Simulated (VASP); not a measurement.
Rb2BaS2: single point with PBE

Rb2BaS2:

```xyz
5
Lattice="4.9486 0.0000 0.0000 -2.4743 4.2856 0.0000 0.0000 0.0000 8.4774" Properties=species:S:1:pos:R:3 pbc="T T T"
Rb    2.4743    1.4285    3.0906
Rb    0.0000    2.8571    5.3867
Ba    0.0000    0.0000    0.0000
S     2.4743    1.4285    6.7747
S     0.0000    2.8571    1.7026
```

| Item | Value |
| --- | --- |
| Program | VASP 6.6.1 |
| Task | single point |
| Functional | PBE |
| Potentials or basis | VASP PAW PBE potentials, release 64 (Rb_sv, Ba_sv, S) |
| Cutoff | 520 eV |
| k mesh | 6 × 6 × 2 |
| Occupations | gaussian, width 0.1 eV |
| Spin | no spin polarisation |
| Dipole correction | no |
| Further INCAR settings | ALGO = Normal; EDIFF = 1e-06; NBANDS = 28 |

```
Pressure               : 0.3 GPa
Largest force          : 0.015 eV/Å
Band gap on the k mesh : 2.35 eV, indirect (least direct gap 2.51 eV)
```

Forces on the atoms (eV/Å):
```
Rb   0.000  0.000 -0.015
Rb   0.000  0.000  0.015
Ba   0.000  0.000  0.000
S    0.000  0.000 -0.008
S    0.000  0.000  0.008
```

Stress tensor (GPa, compression positive):
```
0.27 0.00 0.00
0.00 0.27 0.00
0.00 0.00 0.40
```

Levels at points of the mesh, in eV from the valence-band top:
```
           k point  band 16  band 17  band 18  band 19  band 20  band 21  band 22  band 23  band 24  band 25
(0.00, 0.00, 0.00)    -0.69    -0.69    -0.20    -0.16    -0.16     2.35     4.01     4.01     4.68     5.31
(0.50, 0.00, 0.00)    -0.51    -0.48    -0.34    -0.27    -0.12     2.91     3.94     5.15     5.34     5.40
(0.00, 0.00, 0.50)    -0.76    -0.76    -0.47    -0.06    -0.06     3.29     3.77     4.23     4.23     5.06
(0.50, 0.00, 0.50)    -0.49    -0.46    -0.27    -0.20    -0.18     3.35     3.61     5.01     5.38     5.45
```

Wall time 94 s on 1 thread of Intel(R) Xeon(R) Platinum 8488C (Sapphire Rapids), with other jobs on the host, peak memory 0.34 GiB.

Caveat: spin-orbit coupling is left out, which moves the levels of the heavy elements. A k mesh can miss the band edges.
